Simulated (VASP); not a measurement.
# CuO (Tenorite) (Cc) in VASP: a series of runs, part 2 of 2

VASP 6.6.1. Earlier steps stand in the parts before.

### Step 5. Single point, LDA

This run uses another cell than the first one, of 10.16 Å³/atom, 1.042 times its volume.

The input, INCAR:

```
SYSTEM = CuO
ALGO = Normal
EDIFF = 1E-7
ENCUT = 520
ISIF = 2
ISMEAR = -1
LASPH = .True.
LCHARG = .False.
LREAL = .False.
LWAVE = .False.
NBANDS = 25
NELM = 100
PREC = Accurate
SIGMA = 0.05
```

The input, KPOINTS:

```
k-points
0
Gamma
  10 10 5
  0 0 0
```

The input, POSCAR:

```
CuO
1.0
    2.3446500000     -1.7134000000      0.0000000000
    2.3446500000      1.7134000000      0.0000000000
   -0.8605543552      0.0000000000      5.0594363927
Cu O
2 2
Direct
    0.4968000000      0.0032000000      0.5000000000
    0.0032000000      0.4968000000      0.0000000000
    0.4056000000      0.5714000000      0.7537000000
    0.5714000000      0.4056000000      0.2537000000
```

Potentials or basis: VASP PAW LDA potentials, release 64 (Cu, O).

The run is started by

```
$ cat potpaw_LDA.64/Cu/POTCAR potpaw_LDA.64/O/POTCAR > POTCAR
$ mpirun -np 1 vasp_std > vasp.out
```

OUTCAR:

```text
SYSTEM = CuO
   EDIFF = 1E-7
   ENCUT = 520
   ISIF = 2
   ISMEAR = -1
   LASPH = .True.
   LREAL = .False.
   NELM = 100
   PREC = Accurate

 ion  position               nearest neighbor table
   1  0.497  0.003  0.500-   4 1.91   3 1.93   4 1.98   3 2.02
   2  0.003  0.497  0.000-   3 1.91   4 1.93   3 1.98   4 2.02
   3  0.406  0.571  0.754-   2 1.91   1 1.93   2 1.98   1 2.02
   4  0.571  0.406  0.254-   1 1.91   2 1.93   1 1.98   2 2.02

  LATTYP: Found a base centered monoclinic cell.
 ALAT       =     4.6893000000
 B/A-ratio  =     0.7307700510
 C/A-ratio  =     1.0944277397
 COS(beta)  =    -0.1676807457

  Lattice vectors:

 A1 = (   2.3446500000,  -1.7134000000,   0.0000000000)
 A2 = (   2.3446500000,   1.7134000000,   0.0000000000)
 A3 = (  -0.8605543552,   0.0000000000,   5.0594363927)

Analysis of symmetry for initial positions (statically):
=====================================================================
 Subroutine PRICEL returns:
 Original cell was already a primitive cell.

 Routine SETGRP: Setting up the symmetry group for a
 base centered monoclinic supercell.

[... 166 lines left out ...]
  ext. energy  EPLUGINS =         0.00000000
  ---------------------------------------------------
  free energy    TOTEN  =       -23.10519301 eV

  energy without entropy =      -23.08597080  energy(sigma->0) =      -23.09558190

 E-fermi :   5.3341     XC(G=0): -12.4187

 val. band max:        5.3132542736   @ k =   0.5000   0.1000   0.2000
 cond. band min:       5.3382330963   @ k =  -0.4000   0.2000   0.4000
 fundamental gap:      0.0249788227
 Fermi energy:         5.3340731020

 k-point     1 :       0.0000    0.0000    0.0000
  band No.  band energies     occupation
      1     -14.2520      2.00000
      2     -12.8698      2.00000
      3      -2.8230      2.00000
      4      -0.2234      2.00000
      5       0.1462      2.00000
      6       1.9478      2.00000
[... 661 lines left out ...]
     24      18.5507      0.00000
     25      19.6362      0.00000

 [... further k-points ...]
[... 5 lines left out ...]
  --------------------------------------------------------------------------------------
  -------------------------------------------------------------------------------------
  Total       -2.4245012     -1.3915522     -2.8597655      0.0000000      0.0000000     -0.0855484
  in kB      -95.5573425    -54.8455220   -112.7124990      0.0000000      0.0000000     -3.3717348
  external PRESSURE =     -87.7051212 kB  Pullay stress =       0.0000000 kB

 VOLUME and BASIS-vectors are now :
 -----------------------------------------------------------------------------
  energy-cutoff  :      520.00
  volume of cell :       40.65
      direct lattice vectors                 reciprocal lattice vectors
     2.344650000 -1.713400000  0.000000000     0.213251445 -0.291817439  0.036271720
     2.344650000  1.713400000  0.000000000     0.213251445  0.291817439  0.036271720
    -0.860554355  0.000000000  5.059436393     0.000000000  0.000000000  0.197650474

 POSITION                                       TOTAL-FORCE (eV/Angst)
 -----------------------------------------------------------------------------------
      0.74205     -0.84573      2.52972        -0.586454     -0.305837      0.220799
      1.17233      0.84573      0.00000        -0.586454      0.305837      0.220799
      1.64212      0.28408      3.81330         0.586454     -0.470577     -0.220799
      2.07240     -0.28408      1.28358         0.586454      0.470577     -0.220799
 -----------------------------------------------------------------------------------
    total drift:                               -0.000139      0.000000     -0.000582

  FREE ENERGIE OF THE ION-ELECTRON SYSTEM (eV)
  ---------------------------------------------------
  free  energy   TOTEN  =       -23.1051930120 eV

  energy  without entropy=      -23.0859707973  energy(sigma->0) =      -23.09558190
```

stdout:

```text
POSCAR found type information on POSCAR CuO
 POSCAR found :  2 types and       4 ions
 scaLAPACK will be used
 LDA part: xc-table for (Slater(with rela. corr.)+CA(PZ))
 , standard interpolation
 POSCAR, INCAR and KPOINTS ok, starting setup
 FFT: planning ... GRIDC
 FFT: planning ... GRID_SOFT
 FFT: planning ... GRID
 WAVECAR not read
 entering main loop
```

Wall time 77 s (1 thread of AMD EPYC 9R45 (Zen 5), shared host); peak memory 0.2 GiB.

Results:

```yaml
Free_energy: -23.1052 eV
Pressure: -8.8 GPa
Largest_force: 0.784 eV/Å
Band_gap_on_the_k_mesh: zero (band 17 reaches 5.62 eV, above the bottom of band 18 at 5.01 eV)
```

Forces in eV/Å, atoms in the order of the input:
```
Cu  -0.586 -0.306  0.221
Cu  -0.586  0.306  0.221
O    0.586 -0.471 -0.221
O    0.586  0.471 -0.221
```

Levels at points of the mesh, in eV from the Fermi level:
```tsv
k point	band 14	band 15	band 16	band 17	band 18	band 19	band 20	band 21
(0.00, 0.00, 0.00)	-2.21	-2.13	-1.62	0.24	0.92	1.74	5.99	8.08
(0.50, 0.00, 0.00)	-1.57	-1.46	-1.38	-0.04	0.29	4.80	6.26	6.89
(0.50, 0.50, 0.00)	-2.12	-1.69	-1.20	-0.63	1.07	3.30	6.93	8.47
```

Caveat: semilocal functionals often make such compounds metallic where correlation or magnetic order opens a gap, which also shifts bond lengths.

### Step 6. Summary

| level | potentials or basis | cell | gap on the mesh (eV) | pressure (GPa) | largest force (eV/Å) |
| --- | --- | --- | --- | --- | --- |
| PBEsol | VASP PAW PBE potentials, release 64 (Cu, O) | a = 2.865, b = 2.865, c = 5.063 Å, angles 97.8, 97.8, 72.3°, 4 atoms | none | 5.9 | 0.87 |
| LDA | VASP PAW LDA potentials, release 64 (Cu, O) | a = 2.884, b = 2.884, c = 5.098 Å, angles 97.8, 97.8, 72.3°, 4 atoms | none | -5.3 | 0.79 |
| PBEsol | VASP PAW PBE potentials, release 64 (Cu, O) | a = 2.884, b = 2.884, c = 5.098 Å, angles 97.8, 97.8, 72.3°, 4 atoms | none | 1.7 | 0.80 |
| LDA | VASP PAW LDA potentials, release 64 (Cu, O) | a = 2.904, b = 2.904, c = 5.132 Å, angles 97.8, 97.8, 72.3°, 4 atoms | none | -8.8 | 0.78 |

Alike in all rows: task single point; no spin polarisation; k mesh 10 × 10 × 5; cutoff (eV) 520; smearing fermi-dirac 0.05 eV.

Caveats: semilocal functionals often make such compounds metallic where correlation or magnetic order opens a gap, which also shifts bond lengths; the PAW data sets were made with another functional, which shifts forces and pressure a little (some runs).

Total energies depend on the potentials used, so only differences within one code and one set of settings carry meaning.
